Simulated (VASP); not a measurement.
# Ca (I4/mmm) in VASP: further runs, part 2 of 2

VASP 6.6.1.

## 3. Single point, r2SCAN (strain -0.1000 x Voigt [1, 0, 0, 0, 0, 0])

Input file POSCAR:

```
Ca
1.0
    0.0000000000      2.7942000000      2.7942000000
    2.5147800000      0.0000000000      2.7942000000
    2.5147800000      2.7942000000      0.0000000000
Ca
1
Direct
    0.0000000000      0.0000000000      0.0000000000
```

Input file INCAR.step1:

```
SYSTEM = Ca
  PREC = Accurate
  ENCUT = 520
  ISMEAR = 0
  SIGMA = 0.15
  LREAL = .False.
  LASPH = .True.
  NELM = 60
  NBANDS = 11
  GGA = PE
  ALGO = Normal
  EDIFF = 1E-4
  LWAVE = .True.
  LCHARG = .False.
```

Input file INCAR.step2:

```
SYSTEM = Ca
  PREC = Accurate
  ENCUT = 520
  EDIFF = 1E-6
  ISMEAR = 0
  SIGMA = 0.15
  LREAL = .False.
  LASPH = .True.
  NELM = 60
  ALGO = Normal
  ISIF = 2
  LWAVE = .False.
  LCHARG = .True.
  METAGGA = R2SCAN
  LMIXTAU = .True.
  LELF = .True.
  LVHAR = .True.
  NBANDS = 11
  ISTART = 1
```

Input file KPOINTS:

```
Automatic mesh
0
Gamma
  14 14 14
  0 0 0
```

Potentials or basis: VASP PAW PBE potentials, release 64 (Ca_sv).

Started as:

```bash
$ cat potpaw_PBE.64/Ca_sv/POTCAR > POTCAR
$ cp INCAR.step1 INCAR
$ mpirun -np 1 vasp_std > vasp.out
$ cp INCAR.step2 INCAR
$ mpirun -np 1 vasp_std > vasp.out
```

OUTCAR:

```text
SYSTEM = Ca
   PREC = Accurate
   ENCUT = 520
   EDIFF = 1E-6
   ISMEAR = 0
   LREAL = .False.
   LASPH = .True.
   NELM = 60
   ISIF = 2
   METAGGA = R2SCAN
   ISTART = 1

 ion  position               nearest neighbor table
   1  0.000  0.000  0.000-

  LATTYP: Found a body centered tetragonal cell.
 ALAT       =     3.9515955360
 C/A-ratio  =     1.2727922061

  Lattice vectors:

 A1 = (  -2.5147800000,   0.0000000000,  -2.7942000000)
 A2 = (  -2.5147800000,   0.0000000000,   2.7942000000)
[... 517 lines left out ...]

 [... further k-points ...]

------------------------ aborting loop because EDIFF is reached ----------------------------------------

  FORCE on cell =-STRESS in cart. coord.  units (eV):
  Direction    XX          YY          ZZ          XY          YZ          ZX
  --------------------------------------------------------------------------------------
  -------------------------------------------------------------------------------------
  Total        0.5574297      0.4589739      0.4589739     -0.0000000      0.0000000      0.0000000
  in kB       22.7434180     18.7263715     18.7263715     -0.0000000      0.0000000      0.0000000
  external PRESSURE =      20.0653870 kB  Pullay stress =       0.0000000 kB

 VOLUME and BASIS-vectors are now :
 -----------------------------------------------------------------------------
  energy-cutoff  :      520.00
  volume of cell :       39.27
      direct lattice vectors                 reciprocal lattice vectors
     0.000000000  2.794200000  2.794200000    -0.198824549  0.178942094  0.178942094
     2.514780000  0.000000000  2.794200000     0.198824549 -0.178942094  0.178942094
     2.514780000  2.794200000  0.000000000     0.198824549  0.178942094 -0.178942094

 POSITION                                       TOTAL-FORCE (eV/Angst)
 -----------------------------------------------------------------------------------
      0.00000      0.00000      0.00000         0.000000      0.000000      0.000000
 -----------------------------------------------------------------------------------
    total drift:                               -0.000000     -0.000000      0.000000

  FREE ENERGIE OF THE ION-ELECTRON SYSTEM (eV)
  ---------------------------------------------------
  free  energy   TOTEN  =        -7.0092831672 eV

  energy  without entropy=       -6.9957892733  energy(sigma->0) =       -7.00253622
```

OUTCAR.step1:

```text
SYSTEM = Ca
   PREC = Accurate
   ENCUT = 520
   ISMEAR = 0
   LREAL = .False.
   LASPH = .True.
   NELM = 60
[... 554 lines left out ...]
 -----------------------------------------------------------------------------------
      0.00000      0.00000      0.00000        -0.000000      0.000000     -0.000000
 -----------------------------------------------------------------------------------
    total drift:                               -0.000000     -0.000000      0.000000

  FREE ENERGIE OF THE ION-ELECTRON SYSTEM (eV)
  ---------------------------------------------------
  free  energy   TOTEN  =        -1.9199805162 eV

  energy  without entropy=       -1.9050531151  energy(sigma->0) =       -1.91251682
```

OSZICAR.step1:

```text
N       E                     dE             d eps       ncg     rms          rms(c)
DAV:   1     0.668890490869E+02    0.66889E+02   -0.50974E+03  5368   0.835E+02
DAV:   2    -0.398545871042E+00   -0.67288E+02   -0.66674E+02  5869   0.210E+02
DAV:   3    -0.185300939097E+01   -0.14545E+01   -0.14384E+01  7679   0.307E+01
DAV:   4    -0.193333018362E+01   -0.80321E-01   -0.79929E-01  7115   0.556E+00
DAV:   5    -0.193498030384E+01   -0.16501E-02   -0.16497E-02  7365   0.674E-01    0.215E+00
DAV:   6    -0.192387145025E+01    0.11109E-01   -0.11909E-02  6704   0.118E+00    0.131E+00
DAV:   7    -0.192040984152E+01    0.34616E-02   -0.17175E-02  6472   0.151E+00    0.103E-01
DAV:   8    -0.191996722684E+01    0.44261E-03   -0.20133E-03  6454   0.429E-01    0.230E-02
DAV:   9    -0.191998051619E+01   -0.13289E-04   -0.76408E-05  5110   0.810E-02
   1 F= -.19199805E+01 E0= -.19125168E+01  d E =-.149274E-01
```

Wall time 7 min (1 thread of Intel Xeon Platinum 8259CL at 2.50GHz (Skylake/Cascade Lake), shared host); peak memory 0.24 GiB.

Results:

```yaml
Free_energy: -7.0093 eV
Pressure: 2.0 GPa
Band_gap_on_the_k_mesh: zero (bands 5 and 6 overlap by 0.40 eV)
```

Stress tensor (GPa, compression positive):
```
2.27 0.00 0.00
0.00 1.87 0.00
0.00 0.00 1.87
```

Caveat: the cell differs from its parent crystal (strain -0.1000 x Voigt [1, 0, 0, 0, 0, 0]); the PAW data sets were made with another functional, which shifts forces and pressure a little.

## 4. Single point, r2SCAN (strain -0.0750 x Voigt [1, 0, 0, 0, 0, 0])

Input file POSCAR:

```
Ca
1.0
    0.0000000000      2.7942000000      2.7942000000
    2.5846350000      0.0000000000      2.7942000000
    2.5846350000      2.7942000000      0.0000000000
Ca
1
Direct
    0.0000000000      0.0000000000      0.0000000000
```

Input file INCAR.step1:

```
SYSTEM = Ca
ALGO     = Normal         ! electronic algorithm
EDIFF    = 1E-4           ! SCF threshold, eV
ENCUT    = 520            ! plane-wave cutoff, eV
GGA      = PE             ! functional
ISMEAR   = 0              ! smearing method
LASPH    = .TRUE.         ! aspherical terms in the spheres
LCHARG   = .FALSE.        ! write CHGCAR
LREAL    = .FALSE.        ! projectors in reciprocal space
LWAVE    = .TRUE.         ! write WAVECAR
NBANDS   = 11             ! bands
NELM     = 80             ! most SCF steps
PREC     = Accurate       ! precision mode
SIGMA    = 0.15           ! smearing width, eV
```

Input file INCAR.step2:

```
SYSTEM = Ca
ALGO     = Normal         ! electronic algorithm
EDIFF    = 1E-6           ! SCF threshold, eV
ENCUT    = 520            ! plane-wave cutoff, eV
ISIF     = 2              ! what is computed and relaxed
ISMEAR   = 0              ! smearing method
ISTART   = 1            
LASPH    = .TRUE.         ! aspherical terms in the spheres
LCHARG   = .FALSE.        ! write CHGCAR
LMIXTAU  = .TRUE.       
LREAL    = .FALSE.        ! projectors in reciprocal space
LWAVE    = .FALSE.        ! write WAVECAR
METAGGA  = R2SCAN         ! meta-GGA
NBANDS   = 11             ! bands
NELM     = 80             ! most SCF steps
PREC     = Accurate       ! precision mode
SIGMA    = 0.15           ! smearing width, eV
```

Input file KPOINTS:

```
k-points
0
G
  14 14 14
  0 0 0
```

Started as:

```bash
$ cat potpaw_PBE.64/Ca_sv/POTCAR > POTCAR
$ cp INCAR.step1 INCAR
$ mpirun -np 1 vasp_std > vasp.out
$ cp INCAR.step2 INCAR
$ mpirun -np 1 vasp_std > vasp.out
```

Run time: 5.6 min. Hardware: 1 thread of Intel Xeon Platinum 8259CL at 2.50GHz (Skylake/Cascade Lake), shared host; peak memory 0.25 GiB.

Results (log left out):

```yaml
Free_energy: -7.0229 eV
Pressure: 1.4 GPa
Band_gap_on_the_k_mesh: zero (bands 5 and 6 overlap by 0.44 eV)
```

Stress tensor (GPa, compression positive):
```
1.63 0.00 0.00
0.00 1.27 0.00
0.00 0.00 1.27
```

Levels at points of the mesh, in eV from the Fermi level:
```
           k point  band 2  band 3  band 4  band 5  band 6  band 7  band 8  band 9
(0.00, 0.00, 0.00)  -23.70  -23.70  -23.69   -4.37    2.67    2.67    3.02    3.70
(0.50, 0.00, 0.00)  -23.87  -23.73  -23.70   -0.96   -0.23    2.37    2.87    4.60
(0.50, 0.50, 0.00)  -23.86  -23.76  -23.74   -0.53    0.75    0.83    4.65    4.76
(0.00, 0.50, 0.50)  -23.85  -23.77  -23.77   -0.32    0.58    1.65    4.69    4.92
```

Caveat: the cell differs from its parent crystal (strain -0.0750 x Voigt [1, 0, 0, 0, 0, 0]); the PAW data sets were made with another functional, which shifts forces and pressure a little.

## 5. The runs side by side

```csv
cell,gap on the mesh (eV),pressure (GPa)
"a = 3.952, b = 4.154, c = 4.154 Å, angles 56.8, 61.6, 61.6°, 1 atom",none,-1.6
"a = 3.952, b = 3.759, c = 3.759 Å, angles 63.4, 58.3, 58.3°, 1 atom",none,2.0
"a = 3.952, b = 3.806, c = 3.806 Å, angles 62.5, 58.7, 58.7°, 1 atom",none,1.4
```

Alike in all rows: task single point; level r2SCAN; potentials or basis VASP PAW PBE potentials, release 64 (Ca_sv); no spin polarisation; k mesh 14 × 14 × 14; cutoff (eV) 520; smearing gaussian 0.15 eV.

Caveats: the PAW data sets were made with another functional, which shifts forces and pressure a little.

Absolute energies hang on the potentials; compare differences alone.
